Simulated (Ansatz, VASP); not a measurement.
BaTiO3: VASP beside Ansatz

The input INCAR:

```
PREC = Accurate
ENCUT = 520
EDIFF = 1E-6
ISMEAR = -1
SIGMA = 0.05
LREAL = False
LASPH = True
NELM = 60
ALGO = Normal
ISIF = 2
LWAVE = False
LCHARG = False
GGA = PE
NBANDS = 28
```

File KPOINTS:

```
Automatic mesh
0
Gamma
  8 8 8
```

File POSCAR:

```
BaTiO3
1.0
    3.8645770000      0.0000000000      0.0000000000
    0.0000000000      2.7519385000      2.8458000000
    0.0000000000     -2.7519385000      2.8458000000
Ba Ti O
1 1 3
Direct
    0.0000000000      0.0000000000      0.0000000000
    0.5000000000      0.5079000000      0.5079000000
    0.0000000000      0.4921000000      0.4921000000
    0.5000000000      0.5025100000      0.9937100000
    0.5000000000      0.9937100000      0.5025100000
```

Input for Ansatz:

```yaml
crystal:
  lattice:
    - [3.864577, 0.0, 0.0]
    - [0.0, 2.7519385, 2.8458]
    - [0.0, -2.7519385, 2.8458]
  atoms:
    - { symbol: Ba, position: [0.0, 0.0, 0.0] }
    - { symbol: Ti, position: [0.5, 0.5079, 0.5079] }
    - { symbol: O, position: [0.0, 0.4921, 0.4921] }
    - { symbol: O, position: [0.5, 0.50251, 0.99371] }
    - { symbol: O, position: [0.5, 0.99371, 0.50251] }
kpoints:
  mp_grid: { grid: [8, 8, 8] }
  band_path:
    path:
      - [0.0, 0.0, 0.0]
      - [0.0, 0.5, 0.5]
      - [0.0, 0.5162192719, 0.4837807281]
      - [0.0, 0.4837807281, -0.4837807281]
      - [0.0, 0.0, 0.0]
      - [0.5, 0.0, 0.0]
      - [0.5, 0.4837807281, -0.4837807281]
      - [0.5, 0.5162192719, 0.4837807281]
      - [0.5, 0.5, 0.5]
    npoints: 5
scf:
  occupations: { method: fermi_dirac, width: 0.05 }
hamiltonian:
  xc: pbe
  pseudopotentials: { kind: all_electron, lapw: { basis_error: 0.001 } }
output:
  forces: true
  stress: true
  eigenvalues: true
```

Change from the starting cell: equal xx and yy strain of -3 %.

Alike in both runs: task single point; functional PBE; k mesh 8 × 8 × 8; occupations fermi-dirac, width 0.05 eV; no spin polarisation.

|  | VASP | Ansatz |
| --- | --- | --- |
| version | VASP 6.6.1 | Ansatz 0.2.0 |
| potentials or method | VASP PAW PBE potentials, release 64 (Ba_sv, Ti_sv, O), cutoff 520 eV | all-electron LAPW, scalar-relativistic |

Ansatz gave:

```
gap on the k mesh at the Fermi level (eV)                     : 1.88
pressure (GPa)                                                : 14.0
traceless stress, the component that is largest in VASP (GPa) : -6.17
rms of the force components (eV/Å)                            : 0.070
```

Task: Which values does VASP return?

Result: gap on the k mesh at the Fermi level (eV): 1.81; pressure (GPa): 16.3; traceless stress, the component that is largest in VASP (GPa): -6.35; rms of the force components (eV/Å): 0.072.

Atom by atom the forces differ by 0.010 eV/Å (rms over components). Ansatz ran all-electron here, and VASP with PAW potentials.

Neither program's run includes spin-orbit coupling.
